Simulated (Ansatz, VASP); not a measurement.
# One calculation of InSb, two programs

Contents of INCAR:

```
SYSTEM = InSb
ALGO = Normal ; EDIFF = 1E-7
ENCUT = 520 ; GGA = PS
ISIF = 2 ; ISMEAR = 0
LASPH = .TRUE. ; LCHARG = .FALSE.
LREAL = .FALSE. ; LWAVE = .FALSE.
NBANDS = 16 ; NELM = 60
PREC = Accurate ; SIGMA = 0.15
```

The input KPOINTS:

```
k-points
0
G
  16 16 16
  0 0 0
```

POSCAR

```
InSb
1.0
    0.0000000000      3.1295318976      2.9991347352
    3.1295318976      0.0000000000      2.9991347352
    3.1295318976      3.1295318976      0.0000000000
In Sb
1 1
Direct
    0.0000000000      0.0000000000      0.0000000000
    0.7500000000      0.7500000000      0.7500000000
```

Input for Ansatz:

```yaml
crystal:
  lattice:
    - [0.0, 3.1295318976, 2.9991347352]
    - [3.1295318976, 0.0, 2.9991347352]
    - [3.1295318976, 3.1295318976, 0.0]
  atoms:
    - { symbol: In, position: [0.0, 0.0, 0.0] }
    - { symbol: Sb, position: [0.75, 0.75, 0.75] }
basis:
  ecutwfc: 420
kpoints:
  mp_grid: { grid: [16, 16, 16] }
hamiltonian:
  xc: pbesol
scf:
  occupations: { method: gaussian, width: 0.15 }
output:
  forces: true
  stress: true
  eigenvalues: true
```

Change from the starting cell: strain -0.040 along x and y, -0.080 along z, atoms carried along.

Alike in both runs: task single point; functional PBEsol; k mesh 16 × 16 × 16; occupations gaussian, width 0.15 eV; no spin polarisation.

|  | VASP | Ansatz |
| --- | --- | --- |
| version | VASP 6.6.1 | Ansatz 0.2.0 |
| potentials or method | VASP PAW PBE potentials, release 64 (In_d, Sb), cutoff 520 eV | scalar-relativistic, plane waves, PAW |
| valence electrons in the cell | 18 | 28 |

```tsv
	VASP	Ansatz	Ansatz less VASP
gap on the k mesh at the Fermi level (eV)	0.44	0.43	-0.015
least direct gap on the mesh (eV)	0.44	0.43	-0.015
pressure (GPa)	10.4	10.4	-0.05
traceless stress, the component that is largest in VASP (GPa)	0.54	0.54	-0.001
```

VASP's potentials were made for PBE, not for PBEsol. VASP's potentials hold 18 valence electrons a cell and Ansatz's 28, so a difference there can come from the potentials and not from the codes.

Spin-orbit coupling is off throughout.
